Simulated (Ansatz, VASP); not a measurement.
## Mn2SbN3: VASP beside Ansatz

INCAR

```
PREC = Accurate
ENCUT = 600
EDIFF = 1E-7
ISMEAR = 0
SIGMA = 0.1
LREAL = False
LASPH = True
NELM = 100
ALGO = Normal
ISIF = 3
LWAVE = False
LCHARG = False
GGA = PE
IBRION = 2
NSW = 100
EDIFFG = -0.01
```

The input KPOINTS:

```
Automatic mesh
0
Gamma
  6 6 6
```

The input POSCAR:

```
Mn2SbN3
1.0
    2.8172080557      1.6265158293      3.1038863995
   -2.8172080557      1.6265158293      3.1038863995
    0.0000000000     -3.2530316587      3.1038863995
Mn Sb N
2 1 3
Direct
    0.7788137012      0.7788137012      0.7788137012
    0.2211862988      0.2211862988      0.2211862988
    0.5000000000      0.5000000000      0.5000000000
    0.0000000000      0.0000000000      0.5000000000
    0.5000000000      0.0000000000      0.0000000000
    0.0000000000      0.5000000000      0.0000000000
```

Input for Ansatz:

```yaml
crystal:
  lattice:
    - [2.8172080557, 1.6265158293, 3.1038863995]
    - [-2.8172080557, 1.6265158293, 3.1038863995]
    - [0.0, -3.2530316587, 3.1038863995]
  atoms:
    - { symbol: Mn, position: [0.7788137012, 0.7788137012, 0.7788137012] }
    - { symbol: Mn, position: [0.2211862988, 0.2211862988, 0.2211862988] }
    - { symbol: Sb, position: [0.5, 0.5, 0.5] }
    - { symbol: "N", position: [0.0, 0.0, 0.5] }
    - { symbol: "N", position: [0.5, 0.0, 0.0] }
    - { symbol: "N", position: [0.0, 0.5, 0.0] }
basis:
  ecutwfc: 420
kpoints:
  mp_grid: { grid: [6, 6, 6] }
hamiltonian:
  xc: pbe
scf:
  occupations: { method: gaussian, width: 0.1 }
output:
  forces: true
  stress: true
  eigenvalues: true
relax:
  adjacent_minimum: "off"
  f_tol: 0.01
  max_steps: 80
  cell: { stress_tol: 0.05 }
```

Alike in both runs: task relaxation of cell and atoms; functional PBE; k mesh 6 × 6 × 6; occupations gaussian, width 0.1 eV; no spin polarisation.

|  | VASP | Ansatz |
| --- | --- | --- |
| version | VASP 6.6.1 | Ansatz 0.2.0 |
| potentials or method | VASP PAW PBE potentials, release 64 (Mn_pv, Sb, N), cutoff 600 eV | scalar-relativistic, plane waves, PAW |
| valence electrons in the cell | 46 | 60 |

VASP gave:

| Item | Value |
| --- | --- |
| gap on the k mesh at the Fermi level, each at its own relaxed structure (eV) | none |
| relaxed volume (Å³/atom) | 14.18 |
| relaxed cell length with the largest relative difference (Å) | 4.485 |

Q: Estimate Ansatz's values.

A: gap on the k mesh at the Fermi level, each at its own relaxed structure (eV): none; relaxed volume (Å³/atom): 14.21; relaxed cell length with the largest relative difference (Å): 4.488.

A gap of «none» marks a metal or a gap that the smearing closes. VASP's potentials hold 46 valence electrons a cell and Ansatz's 60, so a difference there can come from the potentials and not from the codes.

Neither program's run includes spin-orbit coupling.
